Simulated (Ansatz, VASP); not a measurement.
# One calculation of Al, two programs

```xyz
1
Lattice="-1.5952 1.5952 1.5952 1.5952 -1.5952 1.5952 1.5952 1.5952 -1.5952" Properties=species:S:1:pos:R:3 pbc="T T T"
Al    0.0000    0.0000    0.0000
```

Alike in both runs: task single point; functional LDA; k mesh 14 × 14 × 14; occupations fermi-dirac, width 0.1 eV; non-collinear spin, spin-orbit coupling.

|  | VASP | Ansatz |
| --- | --- | --- |
| version | VASP 6.6.1 | Ansatz 0.2.0 |
| potentials or method | VASP PAW LDA potentials, release 64 (Al), cutoff 520 eV | plane waves (420 eV) with PAW, fully relativistic with spin-orbit coupling |
| valence electrons in the cell | 3 | 3 |

```tsv
	VASP	Ansatz	Ansatz less VASP
net moment per atom (μB)	0.00	0.00	0.000
```

Ansatz warns that its potentials were made for another functional, while VASP's fit it. LDA's correlation is that of Perdew and Zunger in VASP and of Perdew and Wang (1992) in Ansatz.
